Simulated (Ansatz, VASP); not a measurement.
One calculation of Cd3AsN, two programs

```xyz
5
Lattice="4.4688 0.0000 0.0000 0.0000 4.4688 0.0000 0.0000 0.0000 4.4688" Properties=species:S:1:pos:R:3 pbc="T T T"
As    0.0000    0.0000    0.0000
N     2.2344    2.2344    2.2344
Cd    2.2344    2.2344    0.0000
Cd    2.2344    0.0000    2.2344
Cd    0.0000    2.2344    2.2344
```

Alike in both runs: task single point; functional PBEsol; k mesh 4 × 4 × 4; occupations gaussian, width 0.05 eV; no spin polarisation.

```csv
,VASP,Ansatz
version,VASP 6.6.1,Ansatz 0.2.0
potentials or method,"VASP PAW PBE potentials, release 64 (As, N, Cd), cutoff 600 eV","scalar-relativistic, plane waves, PAW"
valence electrons in the cell,46,80
```

VASP gave:

| Quantity | Value |
| --- | --- |
| gap on the k mesh at the Fermi level (eV) | none |
| pressure (GPa) | 3.1 |

Task: Which values does Ansatz return?

Result: gap on the k mesh at the Fermi level (eV): none; pressure (GPa): 2.1.

VASP's potentials were made for PBE, not for PBEsol. A gap of «none» marks a metal or a gap that the smearing closes. With one functional, cell and mesh, what is left measures potentials, basis and numerics. VASP's potentials hold 46 valence electrons a cell and Ansatz's 80, so a difference there can come from the potentials and not from the codes.
